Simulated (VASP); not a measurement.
Input of a VASP 6.6.1 run:

INCAR

```
SYSTEM = Br
ALGO = Normal
EDIFF = 1E-7
ENCUT = 520
GGA = PE
ISIF = 2
ISMEAR = -1
LASPH = .True.
LCHARG = .False.
LREAL = .False.
LWAVE = .False.
NBANDS = 14
NELM = 60
PREC = Accurate
SIGMA = 0.06122561905347299
```

The input KPOINTS:

```
k-points
0
Gamma
  14 14 14
  0 0 0
```

Contents of POSCAR:

```
Br
1.0
    0.0000000000      3.4819845874      3.4819845874
    3.4819845874      0.0000000000      3.4819845874
    3.4819845874      3.4819845874      0.0000000000
Br
2
Direct
    0.0000000000      0.0000000000      0.0000000000
    0.2500000000      0.2500000000      0.2500000000
```

Potentials or basis: VASP PAW PBE potentials, release 64 (Br).

The run is started by

```bash
$ cat potpaw_PBE.64/Br/POTCAR > POTCAR
$ mpirun -np 1 vasp_std > vasp.out
```

(1) What does it give for the band gap on the k mesh?

(2) Estimate the pressure.

Results:

(1) zero (band 7 reaches -0.83 eV, above the bottom of band 8 at -2.07 eV).

(2) 0.3 GPa.
